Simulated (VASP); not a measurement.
A run of VASP 6.6.1 is set up as follows.

File INCAR:

```
SYSTEM = In
  PREC = Accurate
  ENCUT = 600
  EDIFF = 1E-6
  ISMEAR = -1
  SIGMA = 0.05
  LREAL = .False.
  LASPH = .True.
  NELM = 80
  ALGO = Normal
  ISIF = 3
  LWAVE = .False.
  LCHARG = .False.
  GGA = PE
  IBRION = 2
  NSW = 60
  EDIFFG = -0.005
  PSTRESS = 660.0
```

The input KPOINTS:

```
regular mesh
0
Gamma
  17 17 17
  0 0 0
```

The input POSCAR:

```
In
1.0
   -1.6091583776      1.6091583776      1.6091583776
    1.6091583776     -1.6091583776      1.6091583776
    1.6091583776      1.6091583776     -1.6091583776
In
1
Direct
    0.0000000000      0.0000000000      0.0000000000
```

Potentials or basis: VASP PAW PBE potentials, release 64 (In_d).

Run with:

```bash
$ cat potpaw_PBE.64/In_d/POTCAR > POTCAR
$ mpirun -np 1 vasp_std > vasp.out
```

(1) What does it give for the relaxed volume?

(2) Estimate the space group after relaxing (to 0.05 Å).

(3) What does it give for the relaxed cell?

Answers

(1) 16.69 Å³/atom.

(2) Im-3m (No. 229).

(3) a = 2.789 Å, b = 2.789 Å, c = 2.789 Å, α = 109.47°, β = 109.47°, γ = 109.47°.

Caveat: the cell is relaxed towards a set pressure, so the enthalpy falls and the energy may rise.
